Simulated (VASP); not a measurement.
Wanted: the native input for a VASP 6.6.1 run.

```yaml
Task: single point
Functional: r2SCAN
Potentials_or_basis: VASP PAW PBE potentials, release 64 (Mg, C)
Cutoff: 520 eV
k_mesh: 10 × 10 × 6
Occupations: gaussian, width 0.05 eV
Spin: no spin polarisation
Dipole_correction: no
Further_INCAR_settings: ALGO = Normal; EDIFF = 1e-06; NBANDS = 16
```

Mg2C3:

```
Mg C
1.0
     2.31238   -2.26626   -0.00676
     2.31238    2.26626   -0.00676
    -1.18704    0.00000    5.17714
Mg C
2 3
Direct
  0.80824 0.80824 0.19843
  0.19176 0.19176 0.80157
  0.30417 0.30417 0.26146
  0.69583 0.69583 0.73854
  0.50000 0.50000 0.50000
```

This cell differs from its parent crystal: ratio of the length along z to the lengths across it x 1.1, volume and fractional coordinates fixed.

The input as run:

POSCAR

```
Mg2C3
1.0
    2.3123785330     -2.2662568404     -0.0067603661
    2.3123785330      2.2662568404     -0.0067603661
   -1.1870432839      0.0000000000      5.1771388387
Mg C
2 3
Direct
    0.8082382625      0.8082382625      0.1984312469
    0.1917617375      0.1917617375      0.8015687531
    0.3041690745      0.3041690745      0.2614645499
    0.6958309255      0.6958309255      0.7385354501
    0.5000000000      0.5000000000      0.5000000000
```

INCAR.step1

```
SYSTEM = Mg2C3
PREC = Accurate
ENCUT = 520
ISMEAR = 0
SIGMA = 0.05
LREAL = .FALSE.
LASPH = .TRUE.
NELM = 100
NBANDS = 16
GGA = PE
ALGO = Normal
EDIFF = 1E-4
LWAVE = .TRUE.
LCHARG = .FALSE.
```

INCAR.step2

```
SYSTEM = Mg2C3
PREC = Accurate
ENCUT = 520
EDIFF = 1E-6
ISMEAR = 0
SIGMA = 0.05
LREAL = .FALSE.
LASPH = .TRUE.
NELM = 100
ALGO = Normal
ISIF = 2
LWAVE = .FALSE.
LCHARG = .FALSE.
METAGGA = R2SCAN
LMIXTAU = .TRUE.
NBANDS = 16
ISTART = 1
```

KPOINTS

```
regular mesh
0
G
  10 10 6
  0 0 0
```

Potentials or basis: VASP PAW PBE potentials, release 64 (Mg, C).

The run is started by

```console
$ cat potpaw_PBE.64/Mg/POTCAR potpaw_PBE.64/C/POTCAR > POTCAR
$ cp INCAR.step1 INCAR
$ mpirun -np 1 vasp_std > vasp.out
$ cp INCAR.step2 INCAR
$ mpirun -np 1 vasp_std > vasp.out
```

Results of the run:

The pressure is -5.8 GPa and the largest force is 2.522 eV/Å. The band gap on the k mesh is 1.39 eV, indirect (least direct gap 1.67 eV).

Caveat: the PAW data sets were made with another functional, which shifts forces and pressure a little.

It took 2.1 min on 1 thread of Intel(R) Xeon(R) 6975P-C (Granite Rapids), with other jobs on the host, peak memory 0.27 GiB.
